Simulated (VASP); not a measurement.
# Tl (I4/mmm) in VASP: single point with PBE+D3(BJ)

Aim: the single point of Tl with PBE+D3(BJ).

Program: VASP 6.6.1. These are calculated values, not measurements. Logs are shortened: lines on timing, memory, paths and dates and some standing lists are left out, and cuts for length are marked.

## Step 1: The cell of the first run

Symmetry: I4/mmm, No. 139, tetragonal system. Conventional cell: a = 4.076 Å, b = 4.076 Å, c = 3.688 Å, α = 90.00°, β = 90.00°, γ = 90.00°. Tl (site symmetry 4/mmm) has 14 Tl at 3.42 to 4.08 Å within 4.5 Å.

## Step 2: Single point, PBE+D3(BJ) (strain +0.050 along x and y, -0.050 along z)

File INCAR:

```
SYSTEM = Tl
ALGO     = Fast           ! electronic algorithm
EDIFF    = 1E-6           ! SCF threshold, eV
ENCUT    = 520            ! plane-wave cutoff, eV
GGA      = PE             ! functional
ISIF     = 2              ! what is computed and relaxed
ISMEAR   = 0              ! smearing method
IVDW     = 12             ! dispersion correction
LASPH    = .TRUE.         ! aspherical terms in the spheres
LCHARG   = .FALSE.        ! write CHGCAR
LREAL    = .FALSE.        ! projectors in reciprocal space
LWAVE    = .FALSE.        ! write WAVECAR
NBANDS   = 12             ! bands
NELM     = 60             ! most SCF steps
PREC     = Accurate       ! precision mode
SIGMA    = 0.15           ! smearing width, eV
```

File KPOINTS:

```
k-points
0
G
  18 18 18
  0 0 0
```

File POSCAR:

```
Tl
1.0
   -2.0380500000      2.0380500000      1.8439500000
    2.0380500000     -2.0380500000      1.8439500000
    2.0380500000      2.0380500000     -1.8439500000
Tl
1
Direct
    0.0000000000      0.0000000000      0.0000000000
```

Potentials or basis: VASP PAW PBE potentials, release 64 (Tl_d).

Launch:

```sh
cat potpaw_PBE.64/Tl_d/POTCAR > POTCAR
mpirun -np 1 vasp_std > vasp.out
```

OUTCAR:

```text
SYSTEM = Tl
   EDIFF = 1E-6
   ENCUT = 520
   GGA = PE
   ISIF = 2
   ISMEAR = 0
   IVDW = 12
   LASPH = .TRUE.
   LREAL = .FALSE.
   NELM = 60
   PREC = Accurate
 IVDW          = 12

 ion  position               nearest neighbor table
   1  0.000  0.000  0.000-

  LATTYP: Found a body centered tetragonal cell.
 ALAT       =     4.0761000000
 C/A-ratio  =     0.9047619048

  Lattice vectors:

 A1 = (  -2.0380500000,   2.0380500000,   1.8439500000)
 A2 = (   2.0380500000,  -2.0380500000,   1.8439500000)
 A3 = (   2.0380500000,   2.0380500000,  -1.8439500000)

Analysis of symmetry for initial positions (statically):
=====================================================================
 Subroutine PRICEL returns:
 Original cell was already a primitive cell.

 Routine SETGRP: Setting up the symmetry group for a
 body centered tetragonal supercell.

 Subroutine GETGRP returns: Found 16 space group operations
 (whereof 16 operations were pure point group operations)
 out of a pool of 16 trial point group operations.

The static configuration has the point symmetry D_4h.

Analysis of symmetry for dynamics (positions and initial velocities):
=====================================================================
 Subroutine PRICEL returns:
 Original cell was already a primitive cell.

 Routine SETGRP: Setting up the symmetry group for a
 body centered tetragonal supercell.

 Subroutine GETGRP returns: Found 16 space group operations
 (whereof 16 operations were pure point group operations)
 out of a pool of 16 trial point group operations.

The dynamic configuration has the point symmetry D_4h.

 Subroutine INISYM returns: Found 16 space group operations
 (whereof 16 operations are pure point group operations),
 and found     1 'primitive' translations

----------------------------------------------------------------------------------------

                                     Primitive cell

  volume of cell :      30.6365

  direct lattice vectors                    reciprocal lattice vectors
    -2.038050000  2.038050000  1.843950000     0.000000000  0.245332548  0.271157027
     2.038050000 -2.038050000  1.843950000     0.245332548  0.000000000  0.271157027
     2.038050000  2.038050000 -1.843950000     0.245332548  0.245332548  0.000000000

  length of vectors
     3.421614708  3.421614708  3.421614708     0.365669513  0.365669513  0.346952617

  position of ions in fractional coordinates (direct lattice)
     0.000000000  0.000000000  0.000000000

  ion indices of the primitive-cell ions
   primitive index   ion index
                 1           1

----------------------------------------------------------------------------------------

 KPOINTS: k-points

Automatic generation of k-mesh.
 Grid dimensions read from file:
 generate k-points for:   18   18   18

 Generating k-lattice:

  Cartesian coordinates                     Fractional coordinates (reciprocal lattice)
     0.000000000  0.013629586  0.015064279     0.055555556  0.000000000  0.000000000
     0.013629586  0.000000000  0.015064279     0.000000000  0.055555556  0.000000000
     0.013629586  0.013629586  0.000000000     0.000000000  0.000000000  0.055555556

  Length of vectors
     0.020314973  0.020314973  0.019275145

  Shift w.r.t. Gamma in fractional coordinates (k-lattice)
     0.000000000  0.000000000  0.000000000

 Subroutine IBZKPT returns following result:
 ===========================================

 Found    480 irreducible k-points:

 Following reciprocal coordinates:
            Coordinates               Weight
  0.000000  0.000000  0.000000      1.000000
  0.055556  0.000000  0.000000      8.000000
  0.111111  0.000000  0.000000      8.000000
  0.166667  0.000000  0.000000      8.000000
  0.222222  0.000000 -0.000000      8.000000
  0.277778  0.000000  0.000000      8.000000
[... 16 lines left out ...]
 -0.277778  0.055556  0.000000     16.000000
 -0.222222  0.055556  0.000000     16.000000
 [... further k-points ...]
   k-points           NKPTS =    480   k-points in BZ     NKDIM =    480   number of bands    NBANDS=     12
   number of dos      NEDOS =    301   number of ions     NIONS =      1
   total plane-waves  NPLWV =  21952
   dimension x,y,z NGX =    28 NGY =   28 NGZ =   28
   dimension x,y,z NGXF=    56 NGYF=   56 NGZF=   56
   ions per type =               1
   NGX,Y,Z   is equivalent  to a cutoff of  13.60, 13.60, 13.60 a.u.
   NGXF,Y,Z  is equivalent  to a cutoff of  27.21, 27.21, 27.21 a.u.
 SYSTEM =  Tl
   PREC   = accura    normal or accurate (medium, high low for compatibility)
   ISTART =      0    job   : 0-new  1-cont  2-samecut
   ICHARG =      2    charge: 1-file 2-atom 10-const
   ISPIN  =      1    spin polarized calculation?
   LNONCOLLINEAR =      F non collinear calculations
   LSORBIT =      F    spin-orbit coupling
   LASPH  =      T    aspherical Exc in radial PAW
   ENCUT  =  520.0 eV  38.22 Ry    6.18 a.u.   6.36  6.36  6.36*2*pi/ulx,y,z
   NELM   =     60;   NELMIN=  2; NELMDL= -5     # of ELM steps
   EDIFF  = 0.1E-05   stopping-criterion for ELM
   LREAL  =      F    real-space projection
   EDIFFG = 0.1E-04   stopping-criterion for IOM
   NSW    =      0    number of steps for IOM
   IBRION =     -1    ionic relax: 0-MD 1-quasi-New 2-CG
   NFREE  =      0    steps in history (QN), initial steepest desc. (CG)
   ISIF   =      2    stress and relaxation
   ISYM   =      2    0-nonsym 1-usesym 2-fastsym
   POTIM  = 0.5000    time-step for ionic-motion
   TEBEG  =    0.0;   TEEND  =   0.0 temperature during run
   PSTRESS=    0.0 pullay stress
   NELECT =      13.0000    total number of electrons
   NUPDOWN=      -1.0000    fix difference up-down
   EMIN   =  10.00;   EMAX   =-10.00  energy-range for DOS
   EFERMI =   0.00;   METHOD = LEGACY
   ISMEAR =     0;   SIGMA  =   0.15  broadening in eV -4-tet -1-fermi 0-gaus
   EFERMI_NEDOS =   21; number of points for ismear=-14 and -15
   IALGO  =     68    algorithm
   IMIX   =      4    mixing-type and parameters
     AMIX     =   0.40;   BMIX     =  1.00
     AMIX_MAG =   1.60;   BMIX_MAG =  1.00
  volume/ion in A,a.u.               =      30.64       206.75
  Fermi-wavevector in a.u.,A,eV,Ry     =   1.230202  2.324744 20.591008  1.513396
  Thomas-Fermi vector in A             =   2.365059
   LORBIT       =      0    0 simple, 1 ext, 2 COOP (PROOUT), +10 PAW based schemes
   GGA     = PE    functional components
   LHFCALC =     F    Hartree Fock is set to
   AEXX    =    0.0000 exact exchange contribution
   IVDW    =    12    specifies the selected vdW correction
   LEPSILON=     F    determine dielectric tensor
   LRPA    =     F    only Hartree local field effects (RPA)
 non-spin polarized calculation
 RMM-DIIS sequential band-by-band and
 Gauss-broadening in eV      SIGMA  =   0.15
  energy-cutoff  :      520.00
  volume of cell :       30.64
 maximum number of plane-waves:       847
 NGX is ok and might be reduce to    28
   NGX = 13   NGY = 13   NGZ = 13

 number of electron      13.0000001 magnetization

 Free energy of the ion-electron system (eV)
  ---------------------------------------------------
  ext. energy  EPLUGINS =         0.00000000
  ---------------------------------------------------
  free energy    TOTEN  =        -2.21861695 eV

  energy without entropy =       -2.21383027  energy(sigma->0) =       -2.21622361

 E-fermi :   5.9038     XC(G=0):  -9.8511

 val. band max:        5.9012596346   @ k =  -0.4444   0.2778   0.0000
 cond. band min:       5.9089691523   @ k =  -0.4444   0.4444   0.3333
 fundamental gap:      0.0077095177
 Fermi energy:         5.9037509561

 k-point     1 :       0.0000    0.0000    0.0000
  band No.  band energies     occupation
      1      -5.7799      2.00000
      2      -5.6597      2.00000
      3      -5.6597      2.00000
      4      -5.4261      2.00000
      5      -5.3050      2.00000
      6      -3.7192      2.00000
      7      15.4061      0.00000
      8      15.4061      0.00000
      9      16.6482      0.00000
     10      18.1061      0.00000
     11      18.1062      0.00000
     12      18.9834      0.00000

 k-point     2 :       0.0556    0.0000    0.0000
  band No.  band energies     occupation
      1      -5.7731      2.00000
      2      -5.6576      2.00000
      3      -5.6549      2.00000
      4      -5.4233      2.00000
      5      -5.3100      2.00000
      6      -3.6512      2.00000
      7      15.0545      0.00000
      8      15.1917      0.00000
      9      16.1316      0.00000
     10      17.8115      0.00000
     11      17.9681      0.00000
     12      18.7326      0.00000

 k-point     3 :       0.1111    0.0000    0.0000
  band No.  band energies     occupation
      1      -5.7648      2.00000
      2      -5.6547      2.00000
      3      -5.6292      2.00000
      4      -5.4146      2.00000
      5      -5.3234      2.00000
      6      -3.4448      2.00000
      7      13.8839      0.00000
      8      14.6423      0.00000
      9      15.2395      0.00000
     10      17.2435      0.00000
     11      17.6547      0.00000
     12      18.6485      0.00000

 k-point     4 :       0.1667    0.0000    0.0000
  band No.  band energies     occupation
      1      -5.7732      2.00000
      2      -5.6594      2.00000
      3      -5.5674      2.00000
      4      -5.3995      2.00000
      5      -5.3410      2.00000
      6      -3.0956      2.00000
      7      12.1719      0.00000
      8      13.9281      0.00000
      9      14.5231      0.00000
     10      16.6315      0.00000
     11      17.3068      0.00000
     12      18.8523      0.00000

 k-point     5 :       0.2222    0.0000   -0.0000
  band No.  band energies     occupation
      1      -5.7956      2.00000
      2      -5.6792      2.00000
      3      -5.4771      2.00000
      4      -5.3785      2.00000
      5      -5.3556      2.00000
      6      -2.6021      2.00000
      7      10.3619      0.00000
      8      13.1802      0.00000
      9      13.8955      0.00000
     10      16.0940      0.00000
     11      16.9917      0.00000
     12      19.2171      0.00000
[... 228 lines left out ...]
      1      -5.8539      2.00000
      2      -5.7652      2.00000
      3      -5.3767      2.00000
      4      -5.3227      2.00000
      5      -5.2313      2.00000
      6      -0.7800      2.00000
      7       6.2624      0.00072
      8      11.1633      0.00000
      9      12.5519      0.00000
     10      15.5856      0.00000
     11      16.9662      0.00000
     12      20.9407      0.00000

 k-point    22 :      -0.3333    0.0556   -0.0000
  band No.  band energies     occupation
      1      -5.8287      2.00000
      2      -5.7252      2.00000
      3      -5.3727      2.00000
      4      -5.3546      2.00000
      5      -5.3203      2.00000
      6      -1.5928      2.00000
      7       7.8416      0.00000
      8      11.6263      0.00000
      9      12.9855      0.00000
     10      15.8256      0.00000
     11      17.2154      0.00000
     12      20.4341      0.00000

 k-point    23 :      -0.2778    0.0556    0.0000
  band No.  band energies     occupation
      1      -5.8015      2.00000
      2      -5.6882      2.00000
      3      -5.4265      2.00000
      4      -5.3842      2.00000
      5      -5.3576      2.00000
      6      -2.2857      2.00000
      7       9.5166      0.00000
      8      12.2309      0.00000
      9      13.5404      0.00000
     10      16.1457      0.00000
     11      17.5289      0.00000
     12      19.8002      0.00000

 k-point    24 :      -0.2222    0.0556    0.0000
  band No.  band energies     occupation
      1      -5.7772      2.00000
      2      -5.6647      2.00000
      3      -5.5156      2.00000
      4      -5.4113      2.00000
      5      -5.3446      2.00000
      6      -2.8427      2.00000
      7      11.1977      0.00000
      8      12.9982      0.00000
      9      14.1872      0.00000
     10      16.5430      0.00000
     11      17.8696      0.00000
     12      19.2470      0.00000

 [... further k-points ...]

------------------------ aborting loop because EDIFF is reached ----------------------------------------

 Edisp (eV)   -0.31887

 E8    (eV) :    -0.1666

  FORCE on cell =-STRESS in cart. coord.  units (eV):
  Direction    XX          YY          ZZ          XY          YZ          ZX
  --------------------------------------------------------------------------------------
  -------------------------------------------------------------------------------------
  Total      -0.25411    -0.25411    -0.10463     0.00000     0.00000     0.00000
  in kB     -13.28900   -13.28900    -5.47189     0.00000     0.00000     0.00000
  external pressure =      -10.68 kB  Pullay stress =        0.00 kB

 VOLUME and BASIS-vectors are now :
 -----------------------------------------------------------------------------
  energy-cutoff  :      520.00
  volume of cell :       30.64
      direct lattice vectors                 reciprocal lattice vectors
    -2.038050000  2.038050000  1.843950000     0.000000000  0.245332548  0.271157027
     2.038050000 -2.038050000  1.843950000     0.245332548  0.000000000  0.271157027
     2.038050000  2.038050000 -1.843950000     0.245332548  0.245332548  0.000000000

 POSITION                                       TOTAL-FORCE (eV/Angst)
 -----------------------------------------------------------------------------------
      0.00000      0.00000      0.00000         0.000000      0.000000     -0.000000
 -----------------------------------------------------------------------------------
    total drift:                               -0.000000     -0.000000     -0.000000

  FREE ENERGIE OF THE ION-ELECTRON SYSTEM (eV)
  ---------------------------------------------------
  free  energy   TOTEN  =        -2.5374879691 eV

  energy  without entropy=       -2.5327012889  energy(sigma->0) =       -2.53509463
```

It took 59 s on 1 thread of Intel Xeon 6975P-C (Granite Rapids), shared host; peak memory 0.3 GiB.

Results:

| Quantity | Value |
| --- | --- |
| Free energy | -2.5375 eV |
| Pressure | -1.1 GPa |
| Band gap on the k mesh | zero (an odd number of electrons rules out a gap without spin polarisation) |
| Dispersion energy per atom | -0.319 eV |

Stress tensor (GPa, compression positive):
```
-1.33  0.00  0.00
 0.00 -1.33  0.00
 0.00  0.00 -0.55
```

Levels at points of the mesh, in eV from the Fermi level:
```csv
k point,band 4,band 5,band 6,band 7,band 8,band 9
"(0.00, 0.00, 0.00)",-11.33,-11.21,-9.62,9.50,9.50,10.74
"(0.50, 0.00, 0.00)",-11.17,-11.01,-4.86,-2.38,5.16,6.38
"(0.50, 0.50, 0.00)",-11.29,-11.03,-5.45,-2.67,6.48,8.06
"(0.50, 0.50, 0.50)",-11.08,-11.05,-2.17,0.84,0.84,2.74
```

Caveat: the cell differs from its parent crystal (strain +0.050 along x and y, -0.050 along z); spin-orbit coupling is left out, which moves the levels of the heavy elements.
